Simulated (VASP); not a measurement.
Input of a VASP 6.6.1 run:

The input INCAR:

```
  PREC = Accurate
  ENCUT = 520
  EDIFF = 1E-6
  ISMEAR = 0
  SIGMA = 0.1
  LREAL = F
  LASPH = T
  NELM = 100
  ALGO = Fast
  ISIF = 2
  LWAVE = F
  LCHARG = F
  GGA = PE
  NBANDS = 7
```

The input KPOINTS:

```
Automatic mesh
0
Gamma
  15 15 15
```

Contents of POSCAR:

```
Mg
1.0
   -0.0897702400      2.2041062602      2.2041062602
    2.2041062602     -0.0897702400      2.2041062602
    2.2041062602      2.2041062602     -0.0897702400
Mg
1
Direct
    0.0000000000      0.0000000000      0.0000000000
```

Potentials or basis: VASP PAW PBE potentials, release 64 (Mg).

Launch:

```sh
$ cat potpaw_PBE.64/Mg/POTCAR > POTCAR
$ mpirun -np 1 vasp_std > vasp.out
```

**Question.** Estimate the pressure.

**Answer.** 0.7 GPa.

**Question.** Predict the band gap on the k mesh.

**Answer.** Zero (band 1 reaches 3.89 eV, above the bottom of band 2 at 1.38 eV).

Stress tensor (GPa, compression positive):
```
0.69 1.10 1.10
1.10 0.69 1.10
1.10 1.10 0.69
```

Caveat: the cell differs from its parent crystal (strained).
